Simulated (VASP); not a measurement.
# TiTe (P6_3/mmc) in VASP: relaxation of shape and atoms at fixed volume with r2SCAN

Aim: the relaxation of shape and atoms at fixed volume of TiTe with r2SCAN.

All numbers are computed with VASP 6.6.1; they aren't measurements. Logs are shortened: lines on timing, memory, paths and dates and some standing lists are left out, and cuts for length are marked.

### Step 1. The cell of the first run

Symmetry: P6_3/mmc, No. 194, hexagonal system. The conventional cell has a = 3.617 Å, b = 3.617 Å, c = 7.085 Å, α = 90.00°, β = 90.00°, γ = 120.00°. Within 3.7 Å of Ti (site symmetry -3m) lie 6 Te at 2.74 Å and 8 Ti at 3.54 to 3.62 Å. Within 3.7 Å of Te (site symmetry -6m2) lie 6 Ti at 2.74 Å and 6 Te at 3.62 Å.

### Step 2. Relaxation of shape and atoms at fixed volume, r2SCAN (20.06 Å³/atom)

POSCAR

```
TiTe
1.0
    3.6166190735      0.0000000000      0.0000000000
   -1.8083095368      3.1320839934      0.0000000000
    0.0000000000      0.0000000000      7.0847420728
Ti Te
2 2
Direct
    0.0000000000      0.0000000000      0.0000000000
    0.0000000000      0.0000000000      0.5000000000
    0.3333333333      0.6666666667      0.2500000000
    0.6666666667      0.3333333333      0.7500000000
```

INCAR.step1

```
SYSTEM = TiTe
PREC = Accurate
ENCUT = 600
ISMEAR = 0
SIGMA = 0.1
LREAL = .False.
LASPH = .True.
NELM = 80
GGA = PE
ALGO = Normal
EDIFF = 1E-4
LWAVE = .True.
LCHARG = .False.
```

INCAR.step2

```
SYSTEM = TiTe
PREC = Accurate
ENCUT = 600
EDIFF = 1E-6
ISMEAR = 0
SIGMA = 0.1
LREAL = .False.
LASPH = .True.
NELM = 80
ALGO = Normal
ISIF = 4
LWAVE = .False.
LCHARG = .False.
METAGGA = R2SCAN
LMIXTAU = .True.
IBRION = 2
NSW = 50
EDIFFG = -0.01
ISTART = 1
```

KPOINTS

```
regular mesh
0
Gamma
  12 12 8
  0 0 0
```

Potentials or basis: VASP PAW PBE potentials, release 64 (Ti_sv, Te).

Command:

```bash
> cat potpaw_PBE.64/Ti_sv/POTCAR potpaw_PBE.64/Te/POTCAR > POTCAR
> cp INCAR.step1 INCAR
> mpirun -np 1 vasp_std > vasp.out
> cp INCAR.step2 INCAR
> mpirun -np 1 vasp_std > vasp.out
```

OUTCAR:

```text
SYSTEM = TiTe
   PREC = Accurate
   ENCUT = 600
   EDIFF = 1E-6
   ISMEAR = 0
   LREAL = .False.
   LASPH = .True.
   NELM = 80
   ISIF = 4
   METAGGA = R2SCAN
   IBRION = 2
   NSW = 50
   EDIFFG = -0.01
   ISTART = 1

 ion  position               nearest neighbor table
   1  0.000  0.000  0.000-   3 2.74   4 2.74   3 2.74   4 2.74   4 2.74   3 2.74
   2  0.000  0.000  0.500-   3 2.74   4 2.74   3 2.74   4 2.74   4 2.74   3 2.74
   3  0.333  0.667  0.250-   1 2.74   2 2.74   1 2.74   2 2.74   1 2.74   2 2.74
   4  0.667  0.333  0.750-   1 2.74   2 2.74   1 2.74   2 2.74   1 2.74   2 2.74

  LATTYP: Found a hexagonal cell.
 ALAT       =     3.6166190735
 C/A-ratio  =     1.9589406373

  Lattice vectors:

 A1 = (   3.6166190735,   0.0000000000,   0.0000000000)
 A2 = (  -1.8083095368,   3.1320839934,   0.0000000000)
 A3 = (   0.0000000000,   0.0000000000,   7.0847420728)

Analysis of symmetry for initial positions (statically):
=====================================================================
 Subroutine PRICEL returns:
 Original cell was already a primitive cell.

 Routine SETGRP: Setting up the symmetry group for a
 hexagonal supercell.

 Subroutine GETGRP returns: Found 24 space group operations
 (whereof 12 operations were pure point group operations)
 out of a pool of 24 trial point group operations.

The static configuration has the point symmetry D_3d.
 The point group associated with its full space group is D_6h.

Analysis of symmetry for dynamics (positions and initial velocities):
=====================================================================
 Subroutine PRICEL returns:
 Original cell was already a primitive cell.

 Routine SETGRP: Setting up the symmetry group for a
 hexagonal supercell.

 Subroutine GETGRP returns: Found 24 space group operations
 (whereof 12 operations were pure point group operations)
 out of a pool of 24 trial point group operations.

The dynamic configuration has the point symmetry D_3d.
 The point group associated with its full space group is D_6h.

 Subroutine INISYM returns: Found 24 space group operations
 (whereof 12 operations are pure point group operations),
 and found     1 'primitive' translations

----------------------------------------------------------------------------------------

                                     Primitive cell

  volume of cell :      80.2528

[... 99 lines left out ...]
   ISYM   =      2    0-nonsym 1-usesym 2-fastsym
   POTIM  = 0.5000    time-step for ionic-motion
   TEBEG  =    0.0;   TEEND  =   0.0 temperature during run
   PSTRESS=    0.0 pullay stress
   NELECT =      36.0000    total number of electrons
   NUPDOWN=      -1.0000    fix difference up-down
   EMIN   =  10.00;   EMAX   =-10.00  energy-range for DOS
   EFERMI =   0.00;   METHOD = LEGACY
   ISMEAR =     0;   SIGMA  =   0.10  broadening in eV -4-tet -1-fermi 0-gaus
   EFERMI_NEDOS =   21; number of points for ismear=-14 and -15
   IALGO  =     38    algorithm
   IMIX   =      4    mixing-type and parameters
     AMIX     =   0.40;   BMIX     =  1.00
     AMIX_MAG =   1.60;   BMIX_MAG =  1.00
  volume/ion in A,a.u.               =      20.06       135.39
  Fermi-wavevector in a.u.,A,eV,Ry     =   1.253205  2.368215 21.368273  1.570524
  Thomas-Fermi vector in A             =   2.387069
   LORBIT       =      0    0 simple, 1 ext, 2 COOP (PROOUT), +10 PAW based schemes
   METAGGA = R2SCAN    functional components
   LHFCALC =     F    Hartree Fock is set to
   AEXX    =    0.0000 exact exchange contribution
   IVDW    =     0    specifies the selected vdW correction
   LEPSILON=     F    determine dielectric tensor
   LRPA    =     F    only Hartree local field effects (RPA)
 conjugate gradient relaxation of ions
 non-spin polarized calculation
 Gauss-broadening in eV      SIGMA  =   0.10
  energy-cutoff  :      600.00
  volume of cell :       80.25
 maximum number of plane-waves:      2704
 NGX is ok and might be reduce to    30
   NGX = 15   NGY = 15   NGZ = 29

--------------------------------------- Ionic step        1  -------------------------------------------

 number of electron      35.9999993 magnetization

 Free energy of the ion-electron system (eV)
  ---------------------------------------------------
  ext. energy  EPLUGINS =         0.00000000
  ---------------------------------------------------
  free energy    TOTEN  =       -79.38770596 eV

  energy without entropy =      -79.37357035  energy(sigma->0) =      -79.38063815

------------------------ aborting loop because EDIFF is reached ----------------------------------------

  FORCE on cell =-STRESS in cart. coord.  units (eV):
  Direction    XX          YY          ZZ          XY          YZ          ZX
  --------------------------------------------------------------------------------------
  -------------------------------------------------------------------------------------
  Total        3.1066924      3.1066924      3.7370218     -0.0000000      0.0000000     -0.0000000
  in kB       62.0224083     62.0224083     74.6063863     -0.0000000      0.0000000     -0.0000000
  external PRESSURE =      66.2170676 kB  Pullay stress =       0.0000000 kB
[... 63 lines left out ...]
--------------------------------------- Ionic step        3  -------------------------------------------

 number of electron      36.0000001 magnetization

 Free energy of the ion-electron system (eV)
  ---------------------------------------------------
  ext. energy  EPLUGINS =         0.00000000
  ---------------------------------------------------
  free energy    TOTEN  =       -79.39068830 eV

  energy without entropy =      -79.37722892  energy(sigma->0) =      -79.38395861

 E-fermi :  10.4176     XC(G=0): -11.8457

 val. band max:       10.4058385384   @ k =   0.0833   0.0833   0.1250
 cond. band min:      10.4225781006   @ k =   0.0833   0.0833   0.0000
 fundamental gap:      0.0167395622
 Fermi energy:        10.4175577651

 k-point     1 :       0.0000    0.0000    0.0000
  band No.  band energies     occupation
      1     -49.2891      2.00000
      2     -49.2851      2.00000
      3     -24.6386      2.00000
      4     -24.5675      2.00000
      5     -24.5169      2.00000
      6     -24.5168      2.00000
[... 589 lines left out ...]
     21      11.6194      0.00000
     22      11.9152      0.00000

 [... further k-points ...]

------------------------ aborting loop because EDIFF is reached ----------------------------------------

  FORCE on cell =-STRESS in cart. coord.  units (eV):
  Direction    XX          YY          ZZ          XY          YZ          ZX
  --------------------------------------------------------------------------------------
  -------------------------------------------------------------------------------------
  Total        3.1436428      3.1436428      3.1251496     -0.0000000      0.0000000      0.0000000
  in kB       62.7600906     62.7600906     62.3908903     -0.0000000      0.0000000      0.0000000
  external PRESSURE =      62.6370238 kB  Pullay stress =       0.0000000 kB
[... 19 lines left out ...]
  FREE ENERGIE OF THE ION-ELECTRON SYSTEM (eV)
  ---------------------------------------------------
  free  energy   TOTEN  =       -79.3906882982 eV

  energy  without entropy=      -79.3772289152  energy(sigma->0) =      -79.38395861

 reached required accuracy - stopping structural energy minimisation
```

OSZICAR.step1:

```text
N       E                     dE             d eps       ncg     rms          rms(c)
DAV:   1     0.398142850920E+03    0.39814E+03   -0.18806E+04  4180   0.190E+03
DAV:   2     0.210409806047E+02   -0.37710E+03   -0.37234E+03  4204   0.506E+02
DAV:   3    -0.233878397194E+02   -0.44429E+02   -0.43871E+02  7454   0.147E+02
DAV:   4    -0.264924798073E+02   -0.31046E+01   -0.30876E+01  6312   0.331E+01
DAV:   5    -0.266490646251E+02   -0.15658E+00   -0.15620E+00  6068   0.639E+00    0.146E+01
DAV:   6    -0.244975111968E+02    0.21516E+01   -0.23634E+01  5508   0.383E+01    0.550E+00
DAV:   7    -0.243088999999E+02    0.18861E+00   -0.29211E+00  5496   0.138E+01    0.353E+00
DAV:   8    -0.242854700984E+02    0.23430E-01   -0.22549E-01  5910   0.346E+00    0.507E-01
DAV:   9    -0.242850461417E+02    0.42396E-03   -0.24242E-02  6224   0.132E+00    0.297E-01
DAV:  10    -0.242857463216E+02   -0.70018E-03   -0.46278E-03  5900   0.603E-01    0.100E-01
DAV:  11    -0.242855884875E+02    0.15783E-03   -0.16601E-03  5776   0.323E-01    0.241E-02
DAV:  12    -0.242855804900E+02    0.79975E-05   -0.56771E-05  3578   0.600E-02
   1 F= -.24285580E+02 E0= -.24278183E+02  d E =-.147945E-01
```

It took 39 min on 1 thread of Oxide Virtual Turin-like, shared host; peak memory 0.34 GiB.

Results:

| Item | Value |
| --- | --- |
| Free energy | -79.3907 eV |
| Energy gained by relaxing | 0.7 meV/atom |
| Ionic steps | 3 |
| Pressure after relaxing | 6.3 GPa |
| Band gap on the k mesh | zero (bands 18 and 19 overlap by 0.19 eV) |

Step by step:
```csv
step,energy change (eV),largest force (eV/Å),pressure (GPa),volume (Å³)
1,0.0000,0.0000,6.62,80.25
2,-0.0023,0.0000,6.43,80.25
3,-0.0030,0.0000,6.26,80.25
```

Final structure:
```xyz
4
Lattice="3.5991 0.0000 0.0000 -1.7996 3.1169 0.0000 0.0000 0.0000 7.1538" Properties=species:S:1:pos:R:3 pbc="T T T"
Ti   -1.7996    3.1169    7.1538
Ti   -1.7996    3.1169    3.5769
Te    0.0000    2.0780    1.7884
Te    1.7996    1.0390    5.3653
```

Levels at points of the mesh, in eV from the Fermi level:
```csv
k point,band 14,band 15,band 16,band 17,band 18,band 19,band 20,band 21,band 22
"(0.00, 0.00, 0.00)",-2.56,-1.85,-0.13,-0.13,-0.05,-0.05,0.04,0.04,0.81
"(0.50, 0.00, 0.00)",-4.65,-3.52,-2.29,-1.71,-0.91,0.48,1.40,1.53,1.67
"(0.00, 0.00, 0.50)",-2.04,-2.04,-2.04,0.12,0.12,0.26,0.26,0.26,0.26
"(0.50, 0.00, 0.50)",-4.46,-3.03,-3.03,-1.20,-1.20,1.47,1.47,1.56,1.56
```

Caveat: the PAW data sets were made with another functional, which shifts forces and pressure a little; spin-orbit coupling is left out, which moves the levels of the heavy elements.
